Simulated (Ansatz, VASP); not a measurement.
## In5O: VASP beside Ansatz

```
In O
1.0
     3.39854    1.96215    3.63304
    -3.39854    1.96215    3.63304
     0.00000   -3.92430    3.63304
In O
5 1
Direct
  0.50000 0.00000 0.50000
  0.50000 0.50000 0.00000
  0.00000 0.50000 0.50000
  0.87181 0.87181 0.87181
  0.12819 0.12819 0.12819
  0.50000 0.50000 0.50000
```

Alike in both runs: functional PBE; k mesh 6 × 6 × 6; occupations gaussian, width 0.1 eV; no spin polarisation.

Ansatz relaxed the structure, and its values are those at the end. VASP's run is a single point on that final structure, the one shown.

|  | VASP | Ansatz |
| --- | --- | --- |
| version | VASP 6.6.1 | Ansatz 0.2.0 |
| potentials or method | VASP PAW PBE potentials, release 64 (In_d, O), cutoff 520 eV | scalar-relativistic, plane waves, PAW |
| valence electrons in the cell | 71 | 71 |

```tsv
	VASP	Ansatz	Ansatz less VASP
gap on the k mesh at the Fermi level (eV)	none	none	-
pressure (GPa)	0.0	0.0	+0.03
```

A gap of «none» marks a metal or a gap that the smearing closes. With one functional, cell and mesh, what is left measures potentials, basis and numerics.
